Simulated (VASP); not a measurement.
# W2Cl3 (P3m1) in VASP: further runs

The runs below take W2Cl3 through relaxation of cell and atoms, single point, with PBE.

All numbers are computed with VASP 6.6.1; they aren't measurements. Logs are shortened: lines on timing, memory, paths and dates and some standing lists are left out, and cuts for length are marked.

### 1 The cell of the first run

Symmetry: P3m1, No. 156, trigonal system. The conventional cell has a = 3.548 Å, b = 3.548 Å, c = 11.353 Å, α = 90.00°, β = 90.00°, γ = 120.00°. W (site symmetry 3m) has 3 Cl at 2.46 Å within 3.2 Å. W (site symmetry 3m) has 6 Cl at 2.46 Å within 3.2 Å. Within 3.2 Å of Cl (site symmetry 3m) lie 3 W at 2.46 Å. Cl (site symmetry 3m) has 3 W at 2.46 Å within 3.2 Å. Cl (site symmetry 3m) has 3 W at 2.46 Å within 3.2 Å.

### 2 Relaxation of cell and atoms, PBE (atoms taken out)

INCAR reads:

```
SYSTEM = W2Cl3
  ALGO = Normal
  EDIFF = 1E-7
  EDIFFG = -0.04
  ENCUT = 600
  GGA = PE
  IBRION = 2
  ISIF = 3
  ISMEAR = 0
  LASPH = .True.
  LCHARG = .False.
  LREAL = .False.
  LWAVE = .False.
  NELM = 100
  NSW = 90
  PREC = Accurate
  SIGMA = 0.1
```

KPOINTS reads:

```
k-points
0
Gamma
  6 6 2
  0 0 0
```

POSCAR reads:

```
W2Cl3
1.0
    3.5478260900      0.0000000000      0.0000000000
   -1.7739130400      3.0725075200      0.0000000000
    0.0000000000      0.0000000000     11.3530434800
W Cl
2 3
Direct
    0.0000000000      0.0000000000      0.0000000000
    0.0000000000      0.0000000000      0.5000000000
    0.3333333300      0.6666666700      0.1200000000
    0.3333333300      0.6666666700      0.6200000000
    0.6666666700      0.3333333300      0.3800000000
```

Potentials or basis: VASP PAW PBE potentials, release 64 (W_sv, Cl).

Run with:

```console
$ cat potpaw_PBE.64/W_sv/POTCAR potpaw_PBE.64/Cl/POTCAR > POTCAR
$ mpirun -np 1 vasp_std > vasp.out
```

OUTCAR:

```text
SYSTEM = W2Cl3
   EDIFF = 1E-7
   EDIFFG = -0.04
   ENCUT = 600
   GGA = PE
   IBRION = 2
   ISIF = 3
   ISMEAR = 0
   LASPH = .True.
   LREAL = .False.
   NELM = 100
   NSW = 90
   PREC = Accurate

 ion  position               nearest neighbor table
   1  0.000  0.000  0.000-   3 2.46   3 2.46   3 2.46
   2  0.000  0.000  0.500-   4 2.46   5 2.46   4 2.46   5 2.46   5 2.46   4 2.46
   3  0.333  0.667  0.120-   1 2.46   1 2.46   1 2.46
   4  0.333  0.667  0.620-   2 2.46   2 2.46   2 2.46
   5  0.667  0.333  0.380-   2 2.46   2 2.46   2 2.46

  LATTYP: Found a hexagonal cell.
 ALAT       =     3.5478260900
 C/A-ratio  =     3.1999999977

  Lattice vectors:

 A1 = (   3.5478260900,   0.0000000000,   0.0000000000)
 A2 = (  -1.7739130400,   3.0725075200,   0.0000000000)
 A3 = (   0.0000000000,   0.0000000000,  11.3530434800)

Analysis of symmetry for initial positions (statically):
=====================================================================
 Subroutine PRICEL returns:
 Original cell was already a primitive cell.

 Routine SETGRP: Setting up the symmetry group for a
 hexagonal supercell.

 Subroutine GETGRP returns: Found  6 space group operations
 (whereof  6 operations were pure point group operations)
 out of a pool of 24 trial point group operations.

The static configuration has the point symmetry C_3v.

Analysis of symmetry for dynamics (positions and initial velocities):
=====================================================================
 Subroutine PRICEL returns:
 Original cell was already a primitive cell.

 Routine SETGRP: Setting up the symmetry group for a
 hexagonal supercell.

 Subroutine GETGRP returns: Found  6 space group operations
 (whereof  6 operations were pure point group operations)
 out of a pool of 24 trial point group operations.

The dynamic configuration has the point symmetry C_3v.

 Subroutine INISYM returns: Found  6 space group operations
 (whereof  6 operations are pure point group operations),
 and found     1 'primitive' translations

----------------------------------------------------------------------------------------

                                     Primitive cell

  volume of cell :     123.7564

  direct lattice vectors                    reciprocal lattice vectors
     3.547826090  0.000000000  0.000000000     0.281862745  0.162733531  0.000000000
    -1.773913040  3.072507520  0.000000000     0.000000000  0.325467063  0.000000000
     0.000000000  0.000000000 11.353043480     0.000000000  0.000000000  0.088082108

  length of vectors
     3.547826090  3.547826086 11.353043480     0.325467063  0.325467063  0.088082108

  position of ions in fractional coordinates (direct lattice)
     0.000000000  0.000000000  0.000000000
     0.000000000  0.000000000  0.500000000
     0.333333330  0.666666670  0.120000000
     0.333333330  0.666666670  0.620000000
     0.666666670  0.333333330  0.380000000

  ion indices of the primitive-cell ions
   primitive index   ion index
                 1           1
                 2           2
                 3           3
                 4           4
                 5           5

----------------------------------------------------------------------------------------

 KPOINTS: k-points

Automatic generation of k-mesh.
 Grid dimensions read from file:
 generate k-points for:    6    6    2

 Generating k-lattice:

  Cartesian coordinates                     Fractional coordinates (reciprocal lattice)
     0.046977124  0.027122255  0.000000000     0.166666667  0.000000000  0.000000000
     0.000000000  0.054244511  0.000000000     0.000000000  0.166666667  0.000000000
     0.000000000  0.000000000  0.044041054     0.000000000  0.000000000  0.500000000

  Length of vectors
     0.054244511  0.054244511  0.044041054

  Shift w.r.t. Gamma in fractional coordinates (k-lattice)
     0.000000000  0.000000000  0.000000000

 Subroutine IBZKPT returns following result:
 ===========================================

 Found     14 irreducible k-points:

 Following reciprocal coordinates:
            Coordinates               Weight
  0.000000  0.000000  0.000000      1.000000
  0.166667  0.000000  0.000000      6.000000
  0.333333  0.000000  0.000000      6.000000
  0.500000  0.000000  0.000000      3.000000
  0.166667  0.166667  0.000000      6.000000
  0.333333  0.166667  0.000000     12.000000
  0.333333  0.333333  0.000000      2.000000
  0.000000  0.000000  0.500000      1.000000
  0.166667  0.000000  0.500000      6.000000
  0.333333  0.000000  0.500000      6.000000
  0.500000  0.000000  0.500000      3.000000
  0.166667  0.166667  0.500000      6.000000
  0.333333  0.166667  0.500000     12.000000
  0.333333  0.333333  0.500000      2.000000
   k-points           NKPTS =     14   k-points in BZ     NKDIM =     14   number of bands    NBANDS=     29
   number of dos      NEDOS =    301   number of ions     NIONS =      5
   total plane-waves  NPLWV =  75264
   dimension x,y,z NGX =    28 NGY =   28 NGZ =   96
   dimension x,y,z NGXF=    56 NGYF=   56 NGZF=  192
   ions per type =               2   3
   NGX,Y,Z   is equivalent  to a cutoff of  13.12, 13.12, 14.06 a.u.
   NGXF,Y,Z  is equivalent  to a cutoff of  26.24, 26.24, 28.12 a.u.
 SYSTEM =  W2Cl3
   PREC   = accura    normal or accurate (medium, high low for compatibility)
   ISTART =      0    job   : 0-new  1-cont  2-samecut
   ICHARG =      2    charge: 1-file 2-atom 10-const
   ISPIN  =      1    spin polarized calculation?
   LNONCOLLINEAR =      F non collinear calculations
   LSORBIT =      F    spin-orbit coupling
   LASPH  =      T    aspherical Exc in radial PAW
   ENCUT  =  600.0 eV  44.10 Ry    6.64 a.u.   7.09  7.09 22.67*2*pi/ulx,y,z
   NELM   =    100;   NELMIN=  2; NELMDL= -5     # of ELM steps
   EDIFF  = 0.1E-06   stopping-criterion for ELM
   LREAL  =      F    real-space projection
   EDIFFG = -.4E-01   stopping-criterion for IOM
   NSW    =     90    number of steps for IOM
   IBRION =      2    ionic relax: 0-MD 1-quasi-New 2-CG
   NFREE  =      1    steps in history (QN), initial steepest desc. (CG)
   ISIF   =      3    stress and relaxation
   ISYM   =      2    0-nonsym 1-usesym 2-fastsym
   POTIM  = 0.5000    time-step for ionic-motion
   TEBEG  =    0.0;   TEEND  =   0.0 temperature during run
   PSTRESS=    0.0 pullay stress
   NELECT =      49.0000    total number of electrons
   NUPDOWN=      -1.0000    fix difference up-down
   EMIN   =  10.00;   EMAX   =-10.00  energy-range for DOS
   EFERMI =   0.00;   METHOD = LEGACY
   ISMEAR =     0;   SIGMA  =   0.10  broadening in eV -4-tet -1-fermi 0-gaus
   EFERMI_NEDOS =   21; number of points for ismear=-14 and -15
   IALGO  =     38    algorithm
   IMIX   =      4    mixing-type and parameters
     AMIX     =   0.40;   BMIX     =  1.00
     AMIX_MAG =   1.60;   BMIX_MAG =  1.00
  volume/ion in A,a.u.               =      24.75       167.03
  Fermi-wavevector in a.u.,A,eV,Ry     =   1.202129  2.271694 19.661965  1.445114
  Thomas-Fermi vector in A             =   2.337919
   LORBIT       =      0    0 simple, 1 ext, 2 COOP (PROOUT), +10 PAW based schemes
   GGA     = PE    functional components
   LHFCALC =     F    Hartree Fock is set to
   AEXX    =    0.0000 exact exchange contribution
   IVDW    =     0    specifies the selected vdW correction
   LEPSILON=     F    determine dielectric tensor
   LRPA    =     F    only Hartree local field effects (RPA)
 conjugate gradient relaxation of ions
 non-spin polarized calculation
 Gauss-broadening in eV      SIGMA  =   0.10
  energy-cutoff  :      600.00
  volume of cell :      123.76
 maximum number of plane-waves:      4156
   NGX = 15   NGY = 15   NGZ = 45

--------------------------------------- Ionic step        1  -------------------------------------------

 number of electron      49.0000005 magnetization

 Free energy of the ion-electron system (eV)
  ---------------------------------------------------
  ext. energy  EPLUGINS =         0.00000000
  ---------------------------------------------------
  free energy    TOTEN  =       -27.52111531 eV

  energy without entropy =      -27.49604493  energy(sigma->0) =      -27.50858012

 E-fermi :   4.9205     XC(G=0):  -9.2851

 val. band max:        4.8653725669   @ k =   0.3333   0.3333   0.5000
 cond. band min:       4.9953589690   @ k =   0.3333   0.0000   0.0000
 fundamental gap:      0.1299864021
 Fermi energy:         4.9205407764

 k-point     1 :       0.0000    0.0000    0.0000
  band No.  band energies     occupation
      1     -69.8615      2.00000
      2     -69.7062      2.00000
      3     -34.1366      2.00000
      4     -34.1366      2.00000
      5     -34.0436      2.00000
      6     -33.8860      2.00000
[... 547 lines left out ...]
  FREE ENERGIE OF THE ION-ELECTRON SYSTEM (eV)
  ---------------------------------------------------
  free  energy   TOTEN  =       -28.9461129524 eV

  energy  without entropy=      -28.9333868825  energy(sigma->0) =      -28.93974992

 E-fermi :   6.4435     XC(G=0): -10.0198

 val. band max:        6.3970006181   @ k =   0.3333   0.1667   0.5000
 cond. band min:       6.4957296586   @ k =   0.1667   0.0000   0.0000
 fundamental gap:      0.0987290404
 Fermi energy:         6.4435498933

 k-point     1 :       0.0000    0.0000    0.0000
  band No.  band energies     occupation
      1     -68.5829      2.00000
      2     -68.4851      2.00000
      3     -33.1745      2.00000
      4     -32.9433      2.00000
      5     -32.4107      2.00000
      6     -32.4107      2.00000
[... 437 lines left out ...]
     28       8.3245      0.00000
     29       8.5128      0.00000

[... ionic steps 4 to 25 ...]

--------------------------------------- Ionic step       26  -------------------------------------------

 number of electron      49.0000004 magnetization

------------------------ aborting loop because EDIFF is reached ----------------------------------------

  FORCE on cell =-STRESS in cart. coord.  units (eV):
  Direction    XX          YY          ZZ          XY          YZ          ZX
  --------------------------------------------------------------------------------------
  -------------------------------------------------------------------------------------
  Total       -0.0202710     -0.0202710      0.0038043     -0.0000000     -0.0000000      0.0000000
  in kB       -0.2958023     -0.2958023      0.0555144     -0.0000000     -0.0000000      0.0000000
  external PRESSURE =      -0.1786968 kB  Pullay stress =       0.0000000 kB
[... 63 lines left out ...]
  energy  without entropy=      -29.9884578194  energy(sigma->0) =      -30.00411757

--------------------------------------- Ionic step       28  -------------------------------------------

 number of electron      49.0000003 magnetization

 Free energy of the ion-electron system (eV)
  ---------------------------------------------------
  ext. energy  EPLUGINS =         0.00000000
  ---------------------------------------------------
  free energy    TOTEN  =       -30.01999188 eV

  energy without entropy =      -29.98890427  energy(sigma->0) =      -30.00444808

 E-fermi :   6.0547     XC(G=0):  -9.7501

 val. band max:        6.0135986753   @ k =   0.3333   0.1667   0.5000
 cond. band min:       6.1055455492   @ k =   0.1667   0.0000   0.0000
 fundamental gap:      0.0919468739
 Fermi energy:         6.0546901411

 k-point     1 :       0.0000    0.0000    0.0000
  band No.  band energies     occupation
      1     -68.9805      2.00000
      2     -68.8853      2.00000
      3     -33.5691      2.00000
      4     -33.3434      2.00000
      5     -32.8089      2.00000
      6     -32.8089      2.00000
[... 469 lines left out ...]
  FREE ENERGIE OF THE ION-ELECTRON SYSTEM (eV)
  ---------------------------------------------------
  free  energy   TOTEN  =       -30.0199918832 eV

  energy  without entropy=      -29.9889042744  energy(sigma->0) =      -30.00444808

 reached required accuracy - stopping structural energy minimisation
```

Run time: 29 min. Hardware: 1 thread of Intel Xeon Platinum 8259CL at 2.50GHz (Skylake/Cascade Lake), shared host; peak memory 0.31 GiB.

Results:

```yaml
Free_energy: -30.0200 eV
Relaxed_volume: 21.95 Å³/atom
Relaxed_cell: a = 3.027 Å, b = 3.027 Å, c = 13.834 Å, α = 90.00°, β = 90.00°, γ = 120.00°
Space_group_after_relaxing_to_0.1_Å: P3m1 (No. 156)
Energy_gained_by_relaxing: 499.8 meV/atom
Ionic_steps: 28
Pressure_after_relaxing: 0.0 GPa
Largest_force_after_relaxing: 0.029 eV/Å
Band_gap_on_the_k_mesh: zero (an odd number of electrons rules out a gap without spin polarisation)
```

Forces on the atoms (eV/Å):
```
W    0.000  0.000 -0.024
W    0.000  0.000  0.029
Cl   0.000  0.000 -0.020
Cl   0.000  0.000  0.008
Cl   0.000  0.000  0.007
```

The path:
| step | energy change (eV) | largest force (eV/Å) | pressure (GPa) | volume (Å³) |
| --- | --- | --- | --- | --- |
| 1 | 0.0000 | 1.0532 | -6.31 | 123.76 |
| 2 | -1.3282 | 2.5383 | 4.82 | 106.54 |
| 3 | -1.4250 | 3.1986 | 10.89 | 101.36 |
| 4 | -2.0455 | 2.1339 | 8.71 | 100.40 |
| 5 | -2.3304 | 0.8628 | 7.80 | 98.95 |
| 6 | -2.3299 | 0.8280 | 7.83 | 98.71 |
| 7 | -2.4626 | 0.2293 | 1.89 | 102.83 |
| 8 | -2.4699 | 0.2083 | 0.22 | 104.19 |
| 9 | -2.4699 | 0.2100 | 0.35 | 104.08 |
| 10 | -2.4725 | 0.1700 | 0.28 | 104.18 |
| 11 | -2.4764 | 0.1546 | 0.09 | 104.46 |
| 12 | -2.4764 | 0.1802 | 0.07 | 104.50 |
| 13 | -2.4777 | 0.1726 | 0.10 | 104.61 |
| 14 | -2.4812 | 0.1505 | 0.21 | 104.93 |
| 15 | -2.4861 | 0.1080 | 0.44 | 105.58 |
| 16 | -2.4885 | 0.2787 | 0.96 | 106.86 |
| 17 | -2.4892 | 0.2711 | 0.89 | 107.01 |
| 18 | -2.4909 | 0.2483 | 0.67 | 107.45 |
| 19 | -2.4934 | 0.2038 | 0.25 | 108.32 |
| 20 | -2.4943 | 0.1735 | -0.55 | 110.09 |
| 21 | -2.4946 | 0.1828 | -0.30 | 109.53 |
| 22 | -2.4955 | 0.1526 | -0.26 | 109.56 |
| 23 | -2.4974 | 0.0705 | -0.13 | 109.65 |
| 24 | -2.4978 | 0.1282 | 0.14 | 109.84 |
| 25 | -2.4982 | 0.0807 | 0.02 | 109.76 |
| 26 | -2.4984 | 0.0669 | -0.02 | 109.80 |
| 27 | -2.4987 | 0.0450 | -0.14 | 109.89 |
| 28 | -2.4989 | 0.0295 | -0.02 | 109.76 |

Final structure:
```yaml
crystal:
  lattice:
    - [3.02688, 0.00000, 0.00000]
    - [-1.51344, 2.62136, 0.00000]
    - [0.00000, 0.00000, 13.83370]
  atoms:
    - { symbol: W, position: [0.00000, 0.00000, 0.98872] }
    - { symbol: W, position: [0.00000, 0.00000, 0.50655] }
    - { symbol: Cl, position: [0.33333, 0.66667, 0.11407] }
    - { symbol: Cl, position: [0.33333, 0.66667, 0.63438] }
    - { symbol: Cl, position: [0.66667, 0.33333, 0.37628] }
```

Levels at points of the mesh, in eV from the Fermi level:
```
           k point  band 22  band 23  band 24  band 25  band 26  band 27  band 28  band 29
(0.00, 0.00, 0.00)    -3.18    -1.19    -0.79    -0.79    -0.46    -0.46     1.18     1.18
(0.50, 0.00, 0.00)    -3.41    -0.61     0.51     0.97     1.41     1.62     2.53     2.79
(0.00, 0.00, 0.50)    -3.22    -1.19    -0.79    -0.79    -0.46    -0.46     1.18     1.18
(0.50, 0.00, 0.50)    -3.41    -0.60     0.50     0.98     1.41     1.62     2.56     2.79
```

Caveat: the cell differs from its parent crystal (atoms taken out); a cell axis changed by over 15 % at a fixed basis, so the end point is rough; spin-orbit coupling is left out, which moves the levels of the heavy elements; an odd number of electrons without spin polarisation forces a metal; a magnetic or distorted state may lie lower.

### 3 Single point, PBE, collinear spin (atoms taken out)

INCAR reads:

```
SYSTEM = W2Cl3
ALGO     = Normal         ! electronic algorithm
EDIFF    = 1E-7           ! SCF threshold, eV
ENCUT    = 520            ! plane-wave cutoff, eV
GGA      = PE             ! functional
ISIF     = 2              ! what is computed and relaxed
ISMEAR   = 0              ! smearing method
ISPIN    = 2              ! spin polarisation
LASPH    = .True.         ! aspherical terms in the spheres
LCHARG   = .True.         ! write CHGCAR
LELF     = .True.         ! ELF
LMAXMIX  = 4              ! l up to which the mixer works
LORBIT   = 11             ! projections on sites
LREAL    = .False.        ! projectors in reciprocal space
LVHAR    = .True.       
LWAVE    = .False.        ! write WAVECAR
MAGMOM   = 0.52 0.79 0.01 0.04 0.03 ! initial moments
NBANDS   = 36             ! bands
NELM     = 150            ! most SCF steps
PREC     = Accurate       ! precision mode
SIGMA    = 0.1            ! smearing width, eV
```

KPOINTS is that of step 2.

POSCAR is that of step 2.

Potentials or basis: VASP PAW PBE potentials, release 64 (W_sv, Cl).

Run with:

```console
$ cat potpaw_PBE.64/W_sv/POTCAR potpaw_PBE.64/Cl/POTCAR > POTCAR
$ mpirun -np 1 vasp_std > vasp.out
```

Run time: 4.1 min. Hardware: 1 thread of Intel Xeon Platinum 8259CL at 2.50GHz (Skylake/Cascade Lake), shared host; peak memory 0.34 GiB.

Results (log left out):

```yaml
Free_energy: -27.5338 eV
Pressure: -5.9 GPa
Largest_force: 0.730 eV/Å
Net_moment: 1.14 μB per cell
Site_moments: W +0.01, +0.89; Cl +0.00, +0.02 (each value once) μB
Valence_electrons_inside_the_program's_atomic_spheres: W 11.63, 11.91; Cl 5.04, 5.09, 5.10
```

Forces on the atoms (eV/Å):
```
W    0.000  0.000 -0.310
W    0.000  0.000  0.020
Cl   0.000  0.000  0.166
Cl   0.000  0.000  0.730
Cl   0.000  0.000 -0.607
```

Stress tensor (GPa, compression positive):
```
-10.52   0.00   0.00
  0.00 -10.52   0.00
  0.00   0.00   3.33
```

Levels at points of the mesh, in eV from the Fermi level:
Spin up:
| k point | band 22 | band 23 | band 24 | band 25 | band 26 | band 27 | band 28 | band 29 |
| --- | --- | --- | --- | --- | --- | --- | --- | --- |
| (0.00, 0.00, 0.00) | -1.57 | -1.39 | -0.85 | -0.31 | -0.30 | -0.30 | 1.34 | 1.34 |
| (0.50, 0.00, 0.00) | -1.39 | -0.46 | 0.03 | 0.07 | 0.56 | 1.16 | 1.64 | 2.12 |
| (0.00, 0.00, 0.50) | -1.57 | -1.24 | -0.90 | -0.34 | -0.30 | -0.30 | 1.34 | 1.34 |
| (0.50, 0.00, 0.50) | -1.40 | -0.46 | 0.03 | 0.07 | 0.56 | 1.16 | 1.63 | 2.13 |
Spin down:
```tsv
k point	band 21	band 22	band 23	band 24	band 25	band 26
(0.00, 0.00, 0.00)	-1.34	-0.92	-0.92	-0.30	-0.30	-0.28
(0.50, 0.00, 0.00)	-1.69	-1.38	-0.45	0.58	0.88	0.94
(0.00, 0.00, 0.50)	-1.22	-0.92	-0.92	-0.34	-0.30	-0.30
(0.50, 0.00, 0.50)	-1.69	-1.39	-0.45	0.59	0.88	0.94
```

Caveat: the cell differs from its parent crystal (atoms taken out); the stress differs along the axes, from -11 to 3 GPa; spin-orbit coupling is left out, which moves the levels of the heavy elements.

The gap in the log of VASP goes by the Fermi energy; the results here count the filled bands.